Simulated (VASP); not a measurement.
A run of VASP 6.6.1 is set up as follows.

The input INCAR:

```
ALGO     = Normal         # electronic algorithm
EDIFF    = 1E-6           # SCF threshold, eV
ENCUT    = 520            # plane-wave cutoff, eV
GGA      = PE             # functional
ISIF     = 2              # what is computed and relaxed
ISMEAR   = 0              # smearing method
LASPH    = T              # aspherical terms in the spheres
LCHARG   = F              # write CHGCAR
LREAL    = F              # projectors in reciprocal space
LWAVE    = F              # write WAVECAR
NBANDS   = 17             # bands
NELM     = 80             # most SCF steps
PREC     = Accurate       # precision mode
SIGMA    = 0.05           # smearing width, eV
```

KPOINTS

```
k-points
0
Gamma
  10 10 10
```

File POSCAR:

```
PbS
1.0
    0.0332383131      3.3238313106      3.3238313106
    3.3570696237      0.0000000000      3.3570696237
    3.3238313106      3.3238313106      0.0332383131
Pb S
1 1
Direct
    0.0000000000      0.0000000000      0.0000000000
    0.2500000000      0.2500000000      0.2500000000
```

Potentials or basis: VASP PAW PBE potentials, release 64 (Pb_d, S).

Command:

```console
$ cat potpaw_PBE.64/Pb_d/POTCAR potpaw_PBE.64/S/POTCAR > POTCAR
$ mpirun -np 1 vasp_std > vasp.out
```

Question: Predict the largest force.

Answer: 0.066 eV/Å.

Question: What does it give for the band gap on the k mesh?

Answer: 0.89 eV (least direct gap 1.30 eV).

Stress tensor (GPa, compression positive):
```
-0.04  0.00 -0.07
 0.00 -0.04  0.00
-0.07  0.00 -0.04
```

Caveat: spin-orbit coupling is left out, which moves the levels of the heavy elements. A k mesh can miss the band edges.
